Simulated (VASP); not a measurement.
## HfN: single point with revPBE

HfN:

```
CELL_PARAMETERS angstrom
0.00000 2.43020 2.43020
2.43020 0.00000 2.43020
2.43020 2.43020 0.00000
ATOMIC_POSITIONS crystal
Hf 0.00000 0.00000 0.00000
N 0.50000 0.50000 0.50000
```

| Property | Result |
| --- | --- |
| Program | VASP 6.6.1 |
| Task | single point |
| Functional | revPBE |
| Potentials or basis | VASP PAW PBE potentials, release 64 (Hf_pv, N) |
| Cutoff | 520 eV |
| k mesh | 10 × 10 × 10 |
| Occupations | methfessel-paxton, width 0.1 eV |
| Spin | no spin polarisation |

```yaml
Pressure: -33.1 GPa
```

Levels at points of the mesh, in eV from the Fermi level:
```
           k point  band 4  band 5  band 6  band 7  band 8  band 9  band 10  band 11  band 12  band 13
(0.00, 0.00, 0.00)  -16.29   -2.75   -2.75   -2.75   -0.27   -0.27    -0.27    -0.04     1.46     1.46
(0.50, 0.00, 0.00)  -14.61   -7.66   -5.16   -5.16    2.37    2.68     2.68     3.35     6.49     6.49
(0.50, 0.50, 0.00)  -15.36   -5.23   -3.48   -3.48   -2.94    3.01     3.35     3.98     3.98     5.54
```

Run time: 9.7 s on 1 thread of Intel(R) Xeon(R) 6975P-C (Granite Rapids), with other jobs on the host, peak memory 0.16 GiB.

Caveat: the PAW data sets were made with another functional, which shifts forces and pressure a little; spin-orbit coupling is left out, which moves the levels of the heavy elements.
